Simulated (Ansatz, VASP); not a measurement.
**Two plane-wave programs on MgO2**

```
Mg O
1.0
     1.47638    0.85239    3.35422
    -1.47638    0.85239    3.35422
     0.00000   -1.70478    3.35422
Mg O
1 2
Cartesian
  0.0000 0.0000 0.0000
  0.0000 0.0000 4.3147
  0.0000 0.0000 5.7479
```

Change from the starting cell: strain -0.080 along x and y, -0.040 along z, atoms carried along.

Alike in both runs: task single point; functional r2SCAN; k mesh 12 × 12 × 12; occupations gaussian, width 0.05 eV; no spin polarisation.

|  | VASP | Ansatz |
| --- | --- | --- |
| version | VASP 6.6.1 | Ansatz 0.2.0 |
| potentials or method | VASP PAW PBE potentials, release 64 (Mg_sv, O), cutoff 920 eV | scalar-relativistic, plane waves, PAW |
| valence electrons in the cell | 22 | 22 |

Ansatz gave:

```
gap on the k mesh at the Fermi level (eV)                     : 3.59
least direct gap on the mesh (eV)                             : 3.59
pressure (GPa)                                                : 30.8
traceless stress, the component that is largest in VASP (GPa) : -2.11
rms of the force components (eV/Å)                            : 0.214
```

Problem. Which values does VASP return?

Solution. gap on the k mesh at the Fermi level (eV): 3.56; least direct gap on the mesh (eV): 3.56; pressure (GPa): 32.2; traceless stress, the component that is largest in VASP (GPa): -0.56; rms of the force components (eV/Å): 0.111.

VASP's potentials were made for PBE, not for r2SCAN. Atom by atom the forces differ by 0.103 eV/Å (rms over components). Both programs put the cell under a high pressure, so it lies far from rest at this level.
